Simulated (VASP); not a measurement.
# Si: relaxation of cell and atoms with PBEsol

Crystal: Si.

```
Si
1.0
     0.00000    2.71754    2.71754
     2.71754    0.00000    2.71754
     2.71754    2.71754    0.00000
Si
2
Cartesian
  -0.6794 -0.6794 -0.6794
  0.6794 0.6794 0.6794
```

* Program: VASP 6.6.1
* Task: relaxation of cell and atoms
* Functional: PBEsol
* Potentials or basis: VASP PAW PBE potentials, release 64 (Si)
* Cutoff: 600 eV
* k mesh: 11 × 11 × 11
* Occupations: fermi-dirac, width 0.02 eV
* Spin: no spin polarisation
* Dipole correction: no
* Further INCAR settings: ALGO = Normal; EDIFF = 1e-06; IBRION = 2; EDIFFG = -0.005; NSW = 60; ISIF = 3

The relaxed volume is 20.08 Å³/atom. The relaxed cell is a = 3.844 Å, b = 3.844 Å, c = 3.844 Å, α = 60.00°, β = 60.00°, γ = 60.00°. The space group after relaxing (to 0.1 Å) is Fd-3m (No. 227) and the energy gained by relaxing is 0.0 meV/atom. The ionic steps are 2 and the pressure after relaxing is 0.0 GPa. The band gap on the k mesh is 0.48 eV (least direct gap 2.52 eV).

Final structure:
```yaml
crystal:
  lattice:
    - [0.00000, 2.71820, 2.71820]
    - [2.71820, 0.00000, 2.71820]
    - [2.71820, 2.71820, 0.00000]
  atoms:
    - { symbol: Si, position: [0.87500, 0.87500, 0.87500] }
    - { symbol: Si, position: [0.12500, 0.12500, 0.12500] }
```

Levels at points of the mesh, in eV from the valence-band top:
| k point | band 1 | band 2 | band 3 | band 4 | band 5 | band 6 | band 7 | band 8 |
| --- | --- | --- | --- | --- | --- | --- | --- | --- |
| (0.00, 0.00, 0.00) | -11.97 | 0.00 | 0.00 | 0.00 | 2.52 | 2.52 | 2.52 | 3.29 |

It took 9.8 s on 1 thread of Intel(R) Xeon(R) 6975P-C (Granite Rapids), on a shared host, peak memory 0.18 GiB.

Caveat: the PAW data sets were made with another functional, which shifts forces and pressure a little; an odd mesh through Γ misses points on the zone boundary, where band edges can lie.
